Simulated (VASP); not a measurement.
# K3H8 (R-3m) in VASP: single point with PBE

Aim: the single point of K3H8 with PBE.

All numbers are computed with VASP 6.6.1; they aren't measurements. Logs are shortened: lines on timing, memory, paths and dates and some standing lists are left out, and cuts for length are marked.

## 1. The cell of the first run

It takes space group R-3m (No. 166, trigonal). Conventional cell: a = 8.567 Å, b = 8.567 Å, c = 13.444 Å, α = 90.00°, β = 90.00°, γ = 120.00°. K (site symmetry 2/m) has 10 H at 2.49 to 3.40 Å within 3.4 Å. Within 1.1 Å of H (site symmetry m) lie 1 H at 0.78 Å. Within 3.3 Å of H (site symmetry 3m) lie 3 K at 2.49 Å.

The cell was generated, and may not be a known phase.

## 2. Single point, PBE

Input file INCAR:

```
  PREC = Accurate
  ENCUT = 520
  EDIFF = 1E-6
  ISMEAR = 0
  SIGMA = 0.1
  LREAL = F
  LASPH = T
  NELM = 60
  ALGO = Normal
  ISIF = 2
  LWAVE = F
  LCHARG = T
  GGA = PE
  LELF = T
  LVHAR = T
  NBANDS = 28
```

Input file KPOINTS:

```
regular mesh
0
Gamma
  6 6 6
```

Input file POSCAR:

```
K3H8
1.0
    4.2837181810      2.4732058449      4.4813022571
   -4.2837181810      2.4732058449      4.4813022571
    0.0000000000     -4.9464116899      4.4813022571
K H
3 8
Direct
    0.5000000000      0.0000000000      0.5000000000
    0.0000000000      0.5000000000      0.5000000000
    0.5000000000      0.5000000000      0.0000000000
    0.4407835315      0.0039981490      0.0039981490
    0.0039981490      0.0039981490      0.4407835315
    0.0039981490      0.4407835315      0.0039981490
    0.3541856497      0.3541856497      0.3541856497
    0.6458143503      0.6458143503      0.6458143503
    0.9960018510      0.5592164685      0.9960018510
    0.9960018510      0.9960018510      0.5592164685
    0.5592164685      0.9960018510      0.9960018510
```

Potentials or basis: VASP PAW PBE potentials, release 64 (K_sv, H).

Launch:

```console
$ cat potpaw_PBE.64/K_sv/POTCAR potpaw_PBE.64/H/POTCAR > POTCAR
$ mpirun -np 1 vasp_std > vasp.out
```

OUTCAR:

```text
PREC = Accurate
   ENCUT = 520
   EDIFF = 1E-6
   ISMEAR = 0
   LREAL = F
   LASPH = T
   NELM = 60
   ISIF = 2
   GGA = PE

 ion  position               nearest neighbor table
   1  0.500  0.000  0.500-
   2  0.000  0.500  0.500-
   3  0.500  0.500  0.000-
   4  0.441  0.004  0.004-  11 0.78
   5  0.004  0.004  0.441-  10 0.78
   6  0.004  0.441  0.004-   9 0.78
   7  0.354  0.354  0.354-
   8  0.646  0.646  0.646-
   9  0.996  0.559  0.996-   6 0.78
  10  0.996  0.996  0.559-   5 0.78
  11  0.559  0.996  0.996-   4 0.78

  LATTYP: Found a trigonal (rhomboedric) cell.
 ALAT       =     6.6745081111
 COS(alpha) =     0.1761782600

  Lattice vectors:

 A1 = (   4.2837181810,   2.4732058449,   4.4813022571)
 A2 = (  -4.2837181810,   2.4732058449,   4.4813022571)
 A3 = (   0.0000000000,  -4.9464116899,   4.4813022571)

Analysis of symmetry for initial positions (statically):
=====================================================================
 Subroutine PRICEL returns:
 Original cell was already a primitive cell.

 Routine SETGRP: Setting up the symmetry group for a
 trigonal (rhombohedral) supercell.

 Subroutine GETGRP returns: Found 12 space group operations
 (whereof 12 operations were pure point group operations)
 out of a pool of 12 trial point group operations.

The static configuration has the point symmetry D_3d.

Analysis of symmetry for dynamics (positions and initial velocities):
=====================================================================
 Subroutine PRICEL returns:
 Original cell was already a primitive cell.

 Routine SETGRP: Setting up the symmetry group for a
 trigonal (rhombohedral) supercell.

 Subroutine GETGRP returns: Found 12 space group operations
 (whereof 12 operations were pure point group operations)
 out of a pool of 12 trial point group operations.

The dynamic configuration has the point symmetry D_3d.

 Subroutine INISYM returns: Found 12 space group operations
 (whereof 12 operations are pure point group operations),
 and found     1 'primitive' translations

----------------------------------------------------------------------------------------

                                     Primitive cell

  volume of cell :     284.8634

  direct lattice vectors                    reciprocal lattice vectors
     4.283718181  2.473205845  4.481302257     0.116721030  0.067388918  0.074383140
    -4.283718181  2.473205845  4.481302257    -0.116721030  0.067388918  0.074383140
     0.000000000 -4.946411690  4.481302257     0.000000000 -0.134777837  0.074383140

  length of vectors
     6.674508111  6.674508111  6.674508111     0.153941277  0.153941277  0.153941277

  position of ions in fractional coordinates (direct lattice)
     0.500000000  0.000000000  0.500000000
     0.000000000  0.500000000  0.500000000
     0.500000000  0.500000000  1.000000000
     0.440783532  0.003998149  0.003998149
     0.003998149  0.003998149  0.440783532
     0.003998149  0.440783532  0.003998149
     0.354185650  0.354185650  0.354185650
     0.645814350  0.645814350  0.645814350
     0.996001851  0.559216468  0.996001851
     0.996001851  0.996001851  0.559216468
     0.559216468  0.996001851  0.996001851

  ion indices of the primitive-cell ions
   primitive index   ion index
                 1           1
                 2           2
                 3           3
                 4           4
                 5           5
                 6           6
                 7           7
                 8           8
                 9           9
                10          10
                11          11

----------------------------------------------------------------------------------------

 KPOINTS: regular mesh

Automatic generation of k-mesh.
 Grid dimensions read from file:
 generate k-points for:    6    6    6

 Generating k-lattice:

  Cartesian coordinates                     Fractional coordinates (reciprocal lattice)
     0.019453505  0.011231486  0.012397190     0.166666667  0.000000000  0.000000000
    -0.019453505  0.011231486  0.012397190     0.000000000  0.166666667  0.000000000
     0.000000000 -0.022462973  0.012397190    -0.000000000 -0.000000000  0.166666667

  Length of vectors
     0.025656880  0.025656880  0.025656880

  Shift w.r.t. Gamma in fractional coordinates (k-lattice)
     0.000000000  0.000000000  0.000000000

 Subroutine IBZKPT returns following result:
 ===========================================

 Found     32 irreducible k-points:

 Following reciprocal coordinates:
            Coordinates               Weight
  0.000000  0.000000  0.000000      1.000000
  0.166667  0.000000  0.000000      6.000000
  0.333333 -0.000000  0.000000      6.000000
  0.500000  0.000000  0.000000      3.000000
  0.166667  0.166667  0.000000      6.000000
  0.333333  0.166667  0.000000     12.000000
[... 16 lines left out ...]
  0.500000  0.500000  0.166667      6.000000
 -0.333333  0.500000  0.166667     12.000000
 [... further k-points ...]
   k-points           NKPTS =     32   k-points in BZ     NKDIM =     32   number of bands    NBANDS=     28
   number of dos      NEDOS =    301   number of ions     NIONS =     11
   total plane-waves  NPLWV = 125000
   dimension x,y,z NGX =    50 NGY =   50 NGZ =   50
   dimension x,y,z NGXF=   100 NGYF=  100 NGZF=  100
   ions per type =               3   8
   NGX,Y,Z   is equivalent  to a cutoff of  12.45, 12.45, 12.45 a.u.
   NGXF,Y,Z  is equivalent  to a cutoff of  24.91, 24.91, 24.91 a.u.
 SYSTEM =  unknown system
   PREC   = accura    normal or accurate (medium, high low for compatibility)
   ISTART =      0    job   : 0-new  1-cont  2-samecut
   ICHARG =      2    charge: 1-file 2-atom 10-const
   ISPIN  =      1    spin polarized calculation?
   LNONCOLLINEAR =      F non collinear calculations
   LSORBIT =      F    spin-orbit coupling
   LASPH  =      T    aspherical Exc in radial PAW
   ENCUT  =  520.0 eV  38.22 Ry    6.18 a.u.  12.41 12.41 12.41*2*pi/ulx,y,z
   NELM   =     60;   NELMIN=  2; NELMDL= -5     # of ELM steps
   EDIFF  = 0.1E-05   stopping-criterion for ELM
   LREAL  =      F    real-space projection
   EDIFFG = 0.1E-04   stopping-criterion for IOM
   NSW    =      0    number of steps for IOM
   IBRION =     -1    ionic relax: 0-MD 1-quasi-New 2-CG
   NFREE  =      0    steps in history (QN), initial steepest desc. (CG)
   ISIF   =      2    stress and relaxation
   ISYM   =      2    0-nonsym 1-usesym 2-fastsym
   POTIM  = 0.5000    time-step for ionic-motion
   TEBEG  =    0.0;   TEEND  =   0.0 temperature during run
   PSTRESS=    0.0 pullay stress
   NELECT =      35.0000    total number of electrons
   NUPDOWN=      -1.0000    fix difference up-down
   EMIN   =  10.00;   EMAX   =-10.00  energy-range for DOS
   EFERMI =   0.00;   METHOD = LEGACY
   ISMEAR =     0;   SIGMA  =   0.10  broadening in eV -4-tet -1-fermi 0-gaus
   EFERMI_NEDOS =   21; number of points for ismear=-14 and -15
   IALGO  =     38    algorithm
   IMIX   =      4    mixing-type and parameters
     AMIX     =   0.40;   BMIX     =  1.00
     AMIX_MAG =   1.60;   BMIX_MAG =  1.00
  volume/ion in A,a.u.               =      25.90       174.76
  Fermi-wavevector in a.u.,A,eV,Ry     =   0.813864  1.537980  9.012159  0.662375
  Thomas-Fermi vector in A             =   1.923667
   LORBIT       =      0    0 simple, 1 ext, 2 COOP (PROOUT), +10 PAW based schemes
   GGA     = PE    functional components
   LHFCALC =     F    Hartree Fock is set to
   AEXX    =    0.0000 exact exchange contribution
   IVDW    =     0    specifies the selected vdW correction
   LEPSILON=     F    determine dielectric tensor
   LRPA    =     F    only Hartree local field effects (RPA)
 non-spin polarized calculation
 Gauss-broadening in eV      SIGMA  =   0.10
  energy-cutoff  :      520.00
  volume of cell :      284.86
 maximum number of plane-waves:      7693
 NGX is ok and might be reduce to    50
   NGX = 25   NGY = 25   NGZ = 25

 number of electron      35.0000000 magnetization

 Free energy of the ion-electron system (eV)
  ---------------------------------------------------
  ext. energy  EPLUGINS =         0.00000000
  ---------------------------------------------------
  free energy    TOTEN  =       -29.67677884 eV

  energy without entropy =      -29.66435765  energy(sigma->0) =      -29.67056824

 E-fermi :   0.1952     XC(G=0):  -5.5375

 val. band max:        0.1786866814   @ k =   0.3333   0.1667   0.1667
 cond. band min:       0.1975953885   @ k =   0.3333   0.3333   0.0000
 fundamental gap:      0.0189087071
 Fermi energy:         0.1952087752

 k-point     1 :       0.0000    0.0000    0.0000
  band No.  band energies     occupation
      1     -32.1300      2.00000
      2     -32.1220      2.00000
      3     -32.1220      2.00000
      4     -15.7120      2.00000
      5     -15.7120      2.00000
      6     -15.7093      2.00000
[... 20 lines left out ...]
     27       3.7103      0.00000
     28       3.8252      0.00000

 k-point     2 :       0.1667    0.0000    0.0000
  band No.  band energies     occupation
      1     -32.1295      2.00000
      2     -32.1225      2.00000
      3     -32.1220      2.00000
      4     -15.7119      2.00000
      5     -15.7101      2.00000
      6     -15.7094      2.00000
[... 20 lines left out ...]
     27       3.6348      0.00000
     28       3.8149      0.00000

 k-point     3 :       0.3333   -0.0000    0.0000
  band No.  band energies     occupation
      1     -32.1283      2.00000
      2     -32.1237      2.00000
      3     -32.1220      2.00000
      4     -15.7120      2.00000
      5     -15.7092      2.00000
      6     -15.7091      2.00000
[... 20 lines left out ...]
     27       3.5077      0.00000
     28       4.1015      0.00000

 k-point     4 :       0.5000    0.0000    0.0000
  band No.  band energies     occupation
      1     -32.1273      2.00000
      2     -32.1247      2.00000
      3     -32.1220      2.00000
      4     -15.7121      2.00000
      5     -15.7094      2.00000
      6     -15.7084      2.00000
[... 20 lines left out ...]
     27       3.4764      0.00000
     28       3.9514      0.00000

 k-point     5 :       0.1667    0.1667    0.0000
  band No.  band energies     occupation
      1     -32.1294      2.00000
      2     -32.1224      2.00000
      3     -32.1221      2.00000
      4     -15.7130      2.00000
      5     -15.7111      2.00000
      6     -15.7086      2.00000
[... 20 lines left out ...]
     27       3.8365      0.00000
     28       3.9907      0.00000

 k-point     6 :       0.3333    0.1667    0.0000
  band No.  band energies     occupation
      1     -32.1285      2.00000
      2     -32.1233      2.00000
      3     -32.1221      2.00000
      4     -15.7156      2.00000
      5     -15.7108      2.00000
      6     -15.7087      2.00000
[... 463 lines left out ...]
      5     -15.7141      2.00000
      6     -15.7070      2.00000
[... 20 lines left out ...]
     27       3.6917      0.00000
     28       4.0659      0.00000

 k-point    22 :      -0.1667    0.3333    0.1667
  band No.  band energies     occupation
      1     -32.1273      2.00000
      2     -32.1245      2.00000
      3     -32.1222      2.00000
      4     -15.7176      2.00000
      5     -15.7138      2.00000
      6     -15.7052      2.00000
[... 20 lines left out ...]
     27       3.7300      0.00000
     28       3.9323      0.00000

 k-point    23 :       0.5000    0.5000    0.1667
  band No.  band energies     occupation
      1     -32.1278      2.00000
      2     -32.1238      2.00000
      3     -32.1223      2.00000
      4     -15.7268      2.00000
      5     -15.7166      2.00000
      6     -15.7074      2.00000
[... 20 lines left out ...]
     27       3.9390      0.00000
     28       4.0960      0.00000

 k-point    24 :      -0.3333    0.5000    0.1667
  band No.  band energies     occupation
      1     -32.1269      2.00000
      2     -32.1248      2.00000
      3     -32.1223      2.00000
      4     -15.7244      2.00000
      5     -15.7158      2.00000
      6     -15.7051      2.00000
[... 20 lines left out ...]
     27       3.7583      0.00000
     28       4.1320      0.00000

 [... further k-points ...]

------------------------ aborting loop because EDIFF is reached ----------------------------------------

  FORCE on cell =-STRESS in cart. coord.  units (eV):
  Direction    XX          YY          ZZ          XY          YZ          ZX
  --------------------------------------------------------------------------------------
  -------------------------------------------------------------------------------------
  Total       -0.0716881     -0.0716881     -0.0794739     -0.0000000      0.0000000     -0.0000000
  in kB       -0.4032006     -0.4032006     -0.4469904     -0.0000000      0.0000000     -0.0000000
  external PRESSURE =      -0.4177972 kB  Pullay stress =       0.0000000 kB

 VOLUME and BASIS-vectors are now :
 -----------------------------------------------------------------------------
  energy-cutoff  :      520.00
  volume of cell :      284.86
      direct lattice vectors                 reciprocal lattice vectors
     4.283718181  2.473205845  4.481302257     0.116721030  0.067388918  0.074383140
    -4.283718181  2.473205845  4.481302257    -0.116721030  0.067388918  0.074383140
     0.000000000 -4.946411690  4.481302257     0.000000000 -0.134777837  0.074383140

 POSITION                                       TOTAL-FORCE (eV/Angst)
 -----------------------------------------------------------------------------------
      2.14186     -1.23660      4.48130         0.000000      0.000000      0.000000
     -2.14186     -1.23660      4.48130         0.000000      0.000000      0.000000
      0.00000      2.47321      4.48130         0.000000      0.000000      0.000000
      1.87107      1.08026      2.01112         0.004928      0.002845      0.004102
      0.00000     -2.16052      2.01112         0.000000     -0.005690      0.004102
     -1.87107      1.08026      2.01112        -0.004928      0.002845      0.004102
      0.00000     -0.00000      4.76164         0.000000     -0.000000      0.001563
      0.00000     -0.00000      8.68227         0.000000      0.000000     -0.001563
      1.87107     -1.08026     11.43279         0.004928     -0.002845     -0.004102
      0.00000      2.16052     11.43279         0.000000      0.005690     -0.004102
     -1.87107     -1.08026     11.43279        -0.004928     -0.002845     -0.004102
 -----------------------------------------------------------------------------------
    total drift:                               -0.000000     -0.000000      0.000000

  FREE ENERGIE OF THE ION-ELECTRON SYSTEM (eV)
  ---------------------------------------------------
  free  energy   TOTEN  =       -29.6767788423 eV

  energy  without entropy=      -29.6643576472  energy(sigma->0) =      -29.67056824
```

It took 2.5 min on 1 thread of Intel Xeon 6975P-C (Granite Rapids), shared host; peak memory 0.45 GiB.

Results:

```yaml
Free_energy: -29.6768 eV
Pressure: 0.0 GPa
Largest_force: 0.007 eV/Å
Band_gap_on_the_k_mesh: zero (an odd number of electrons rules out a gap without spin polarisation)
```

Forces in eV/Å, atoms in the order of the input:
```
K    0.000  0.000  0.000
K    0.000  0.000  0.000
K    0.000  0.000  0.000
H    0.005  0.003  0.004
H    0.000 -0.006  0.004
H   -0.005  0.003  0.004
H    0.000  0.000  0.002
H    0.000  0.000 -0.002
H    0.005 -0.003 -0.004
H    0.000  0.006 -0.004
H   -0.005 -0.003 -0.004
```

Levels at points of the mesh, in eV from the Fermi level:
```
           k point  band 15  band 16  band 17  band 18  band 19  band 20
(0.00, 0.00, 0.00)    -8.85    -3.52    -2.28     0.73     0.99     0.99
(0.50, 0.00, 0.00)    -8.83    -3.28    -2.59     0.35     0.62     1.10
(0.50, 0.50, 0.00)    -8.86    -2.96    -2.95    -0.14     0.81     1.12
(0.50, 0.50, 0.50)    -8.83    -3.31    -2.53    -0.63     0.54     0.54
```
